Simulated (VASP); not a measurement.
Ba4Hf3ZrO12: single point with r2SCAN

The system is Ba4Hf3ZrO12.

```
CELL_PARAMETERS angstrom
8.32633 0.00000 0.00000
0.00000 8.32633 0.00000
0.00000 0.00000 8.32633
ATOMIC_POSITIONS crystal
Ba 0.99964 0.00126 0.00030
Ba 0.99958 0.00147 0.50026
Ba 0.99957 0.50128 0.00027
Ba 0.99959 0.50122 0.50041
Ba 0.50020 0.00123 0.00035
Ba 0.49994 0.00116 0.50023
Ba 0.50019 0.50132 0.00023
Ba 0.50014 0.50135 0.50019
Zr 0.24988 0.25107 0.25019
Zr 0.24985 0.75102 0.75033
Hf 0.24985 0.25103 0.75017
Hf 0.24985 0.75104 0.25031
Hf 0.74981 0.25099 0.25026
Hf 0.74984 0.25105 0.75027
Hf 0.74990 0.75097 0.25033
Hf 0.74992 0.75107 0.75034
O 0.24901 0.25027 0.99936
O 0.25045 0.25077 0.50086
O 0.25057 0.75105 0.00105
O 0.24975 0.75034 0.49955
O 0.75043 0.25089 0.00013
O 0.74907 0.25030 0.50021
O 0.74957 0.75019 0.00036
O 0.75050 0.75079 0.50030
O 0.99898 0.25056 0.25079
O 0.99967 0.25038 0.74911
O 0.99981 0.75078 0.24991
O 0.99906 0.75092 0.75100
O 0.50072 0.25066 0.24923
O 0.49995 0.25108 0.75066
O 0.50011 0.75063 0.25094
O 0.50079 0.75021 0.75004
O 0.25014 0.00010 0.25055
O 0.25000 0.00159 0.74974
O 0.24992 0.50161 0.24990
O 0.24934 0.50010 0.75038
O 0.74977 0.00079 0.24987
O 0.74962 0.00087 0.75065
O 0.74994 0.50085 0.25049
O 0.75034 0.50079 0.75010
```

| Item | Value |
| --- | --- |
| Program | VASP 6.6.1 |
| Task | single point |
| Functional | r2SCAN |
| Potentials or basis | VASP PAW PBE potentials, release 64 (Ba_sv, Zr_sv, Hf_pv, O) |
| Cutoff | 520 eV |
| k mesh | 1 × 1 × 1 |
| Occupations | fermi-dirac, width 0.05 eV |
| Spin | no spin polarisation |

```yaml
Pressure: 4.3 GPa
Largest_force: 0.234 eV/Å
Band_gap_on_the_k_mesh: 3.80 eV
```

Forces on the atoms (eV/Å):
```
Ba  -0.009 -0.006 -0.001
Ba  -0.006 -0.015  0.001
Ba  -0.009 -0.010 -0.001
Ba  -0.008 -0.007 -0.003
Ba   0.004 -0.006 -0.001
Ba   0.013 -0.003  0.001
Ba   0.007 -0.008  0.000
Ba   0.007 -0.010  0.005
Zr  -0.004  0.034  0.009
Zr  -0.002  0.035 -0.005
Hf   0.009  0.030  0.018
Hf  -0.009  0.028  0.000
Hf   0.007  0.031  0.009
Hf   0.000  0.030  0.005
Hf  -0.007  0.035 -0.001
Hf  -0.009  0.031 -0.009
O   -0.003 -0.012 -0.224
O    0.002 -0.006  0.216
O    0.009 -0.006  0.224
O   -0.002 -0.008 -0.221
O    0.004 -0.007  0.001
O   -0.002 -0.006 -0.004
O    0.000 -0.005  0.002
O    0.003 -0.007  0.004
O   -0.221 -0.008 -0.005
O   -0.002 -0.005  0.001
O    0.004 -0.005 -0.001
O   -0.224 -0.006  0.004
O    0.219 -0.007  0.000
O    0.000 -0.008 -0.005
O    0.001 -0.006 -0.003
O    0.224 -0.007 -0.002
O   -0.001 -0.231 -0.003
O    0.000  0.216 -0.003
O    0.004  0.217 -0.002
O    0.000 -0.234 -0.002
O    0.004 -0.013 -0.002
O    0.001 -0.015 -0.001
O   -0.001 -0.012 -0.002
O   -0.002 -0.009 -0.004
```

Levels at points of the mesh, in eV from the valence-band top:
```tsv
k point	band 151	band 152	band 153	band 154	band 155	band 156	band 157	band 158
(0.00, 0.00, 0.00)	-0.08	0.00	0.00	0.00	3.80	3.82	3.82	4.32
```

It took 31 min on 1 thread of Intel(R) Xeon(R) Platinum 8375C CPU @ 2.90GHz (Ice Lake) (shared host), peak memory 0.71 GiB.

Caveat: the k points lie up to 0.75 Å⁻¹ apart; the PAW data sets were made with another functional, which shifts forces and pressure a little; spin-orbit coupling is left out, which moves the levels of the heavy elements. A k mesh can miss the band edges.
